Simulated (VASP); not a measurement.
# LaC in VASP: notebook, part 2 of 2

VASP 6.6.1. Earlier steps stand in the parts before.

### 4 Single point, r2SCAN+U

Input file POSCAR:

```
LaC
1.0
    0.0000000000      2.7220337006      2.7220337006
    2.7220337006      0.0000000000      2.7220337006
    2.7220337006      2.7220337006      0.0000000000
La C
1 1
Direct
    0.5000000000      0.5000000000      0.5000000000
    0.0000000000      0.0000000000      0.0000000000
```

Input file INCAR.step1:

```
SYSTEM = LaC
PREC = Accurate
ENCUT = 520
ISMEAR = 0
SIGMA = 0.05
LREAL = .FALSE.
LASPH = .TRUE.
NELM = 150
LMAXMIX = 6
LDAU = .TRUE.
LDAUTYPE = 2
LDAUL = 3 -1
LDAUU = 5 0
LDAUJ = 0 0
NBANDS = 14
GGA = PE
ALGO = Normal
EDIFF = 1E-4
LWAVE = .TRUE.
LCHARG = .FALSE.
```

Input file INCAR.step2:

```
SYSTEM = LaC
PREC = Accurate
ENCUT = 520
EDIFF = 1E-6
ISMEAR = 0
SIGMA = 0.05
LREAL = .FALSE.
LASPH = .TRUE.
NELM = 150
ALGO = Normal
ISIF = 2
LWAVE = .FALSE.
LCHARG = .TRUE.
LMAXMIX = 6
LDAU = .TRUE.
LDAUTYPE = 2
LDAUL = 3 -1
LDAUU = 5 0
LDAUJ = 0 0
LDAUPRINT = 1
METAGGA = R2SCAN
LMIXTAU = .TRUE.
LELF = .TRUE.
LVHAR = .TRUE.
NBANDS = 14
ISTART = 1
```

Input file KPOINTS:

```
Automatic mesh
0
G
  15 15 15
  0 0 0
```

Potentials or basis: VASP PAW PBE potentials, release 64 (La, C).

Started as:

```
> cat potpaw_PBE.64/La/POTCAR potpaw_PBE.64/C/POTCAR > POTCAR
> cp INCAR.step1 INCAR
> mpirun -np 1 vasp_std > vasp.out
> cp INCAR.step2 INCAR
> mpirun -np 1 vasp_std > vasp.out
```

OUTCAR:

```text
SYSTEM = LaC
   PREC = Accurate
   ENCUT = 520
   EDIFF = 1E-6
   ISMEAR = 0
   LREAL = .FALSE.
   LASPH = .TRUE.
   NELM = 150
   ISIF = 2
   METAGGA = R2SCAN
   ISTART = 1

 ion  position               nearest neighbor table
   1  0.500  0.500  0.500-   2 2.72   2 2.72   2 2.72   2 2.72   2 2.72   2 2.72
   2  0.000  0.000  0.000-   1 2.72   1 2.72   1 2.72   1 2.72   1 2.72   1 2.72

  LATTYP: Found a face centered cubic cell.
 ALAT       =     5.4440674012

  Lattice vectors:

 A1 = (   0.0000000000,   2.7220337006,   2.7220337006)
 A2 = (   2.7220337006,   0.0000000000,   2.7220337006)
 A3 = (   2.7220337006,   2.7220337006,   0.0000000000)

Analysis of symmetry for initial positions (statically):
=====================================================================
 Subroutine PRICEL returns:
 Original cell was already a primitive cell.

 Routine SETGRP: Setting up the symmetry group for a
 face centered cubic supercell.

 Subroutine GETGRP returns: Found 48 space group operations
 (whereof 48 operations were pure point group operations)
 out of a pool of 48 trial point group operations.

The static configuration has the point symmetry O_h .

Analysis of symmetry for dynamics (positions and initial velocities):
[... 215 lines left out ...]
      2      -7.9247      2.00000
      3      -7.9247      2.00000
      4      -7.9247      2.00000
      5      -2.0241      2.00000
      6       8.1124      0.00000
      7       8.1124      0.00000
      8       8.1124      0.00000
      9      10.1664      0.00000
     10      10.1664      0.00000
     11      10.1664      0.00000
     12      12.0599      0.00000
     13      12.0599      0.00000
     14      12.6083      0.00000
[... 377 lines left out ...]
      1     -25.1194      2.00000
      2      -8.4100      2.00000
      3      -8.0392      2.00000
      4      -8.0232      2.00000
      5      -1.3837      2.00000
      6       6.2106      2.00000
      7       7.6252      0.00000
      8       7.6937      0.00000
      9       9.3474      0.00000
     10      11.4676      0.00000
     11      11.5041      0.00000
     12      12.5212      0.00000
     13      12.9619      0.00000
     14      13.2956      0.00000

 [... further k-points ...]
[... 5 lines left out ...]
  --------------------------------------------------------------------------------------
  -------------------------------------------------------------------------------------
  Total        0.5718232      0.5718232      0.5718232      0.0000000      0.0000000      0.0000000
  in kB       22.7123404     22.7123404     22.7123404      0.0000000      0.0000000      0.0000000
  external PRESSURE =      22.7123404 kB  Pullay stress =       0.0000000 kB

 VOLUME and BASIS-vectors are now :
 -----------------------------------------------------------------------------
  energy-cutoff  :      520.00
  volume of cell :       40.34
      direct lattice vectors                 reciprocal lattice vectors
     0.000000000  2.722033701  2.722033701    -0.183686190  0.183686190  0.183686190
     2.722033701  0.000000000  2.722033701     0.183686190 -0.183686190  0.183686190
     2.722033701  2.722033701  0.000000000     0.183686190  0.183686190 -0.183686190

 POSITION                                       TOTAL-FORCE (eV/Angst)
 -----------------------------------------------------------------------------------
      2.72203      2.72203      2.72203        -0.000000     -0.000000     -0.000000
      0.00000      0.00000      0.00000         0.000000      0.000000      0.000000
 -----------------------------------------------------------------------------------
    total drift:                               -0.000000     -0.000000     -0.000000

  FREE ENERGIE OF THE ION-ELECTRON SYSTEM (eV)
  ---------------------------------------------------
  free  energy   TOTEN  =       -38.9272689551 eV

  energy  without entropy=      -38.9242963102  energy(sigma->0) =      -38.92578263
```

OUTCAR.step1:

```text
SYSTEM = LaC
   PREC = Accurate
   ENCUT = 520
   ISMEAR = 0
   LREAL = .FALSE.
   LASPH = .TRUE.
[... 634 lines left out ...]
      2.72203      2.72203      2.72203         0.000000      0.000000     -0.000000
      0.00000      0.00000      0.00000         0.000000      0.000000      0.000000
 -----------------------------------------------------------------------------------
    total drift:                               -0.000000     -0.000000      0.000000

  FREE ENERGIE OF THE ION-ELECTRON SYSTEM (eV)
  ---------------------------------------------------
  free  energy   TOTEN  =       -13.1068092375 eV

  energy  without entropy=      -13.1034826867  energy(sigma->0) =      -13.10514596
```

Run time: 3.4 min. Hardware: 1 thread of Intel Xeon 6975P-C (Granite Rapids), shared host; peak memory 0.24 GiB.

What came out:

- Free energy: -38.9273 eV
- Pressure: 2.3 GPa

Eigenvalues of the final occupation matrices:
| site | spin | trace | eigenvalues |
| --- | --- | --- | --- |
| site 1 f | 1 | 0.04 | 0.00 0.00 0.00 0.00 0.01 0.01 0.01 |
| site 1 f | 2 | 0.04 | 0.00 0.00 0.00 0.00 0.01 0.01 0.01 |

Caveat: the PAW data sets were made with another functional, which shifts forces and pressure a little; spin-orbit coupling is left out, which moves the levels of the heavy elements; U without spin polarisation on a metal has little footing; the U is typed as a test and isn't derived for this compound.

### 5 Overview

| level | U | cell | k mesh | gap on the mesh (eV) | pressure (GPa) |
| --- | --- | --- | --- | --- | --- |
| r2SCAN | - | a = 3.850 Å, angles 60.0°, 2 atoms | 12 × 12 × 12 | none | -0.1 |
| r2SCAN | - | a = 3.869, b = 3.869, c = 3.850 Å, angles 60.2, 60.2, 59.7°, 2 atoms | 12 × 12 × 12 | none | -1.0 |
| r2SCAN+U | La f U = 5.0 eV | a = 3.850 Å, angles 60.0°, 2 atoms | 15 × 15 × 15 | none | 2.3 |

Some of these runs hold the atoms at other places in the same cell, which the table doesn't show; runs alike in all that it shows share one row.

Alike in all rows: task single point; potentials or basis VASP PAW PBE potentials, release 64 (La, C); no spin polarisation; cutoff (eV) 520; smearing gaussian 0.05 eV.

Caveats: the PAW data sets were made with another functional, which shifts forces and pressure a little; spin-orbit coupling is left out, which moves the levels of the heavy elements; U without spin polarisation on a metal has little footing (some runs); the U is typed as a test and isn't derived for this compound (some runs).

Absolute energies hang on the potentials; compare differences alone.
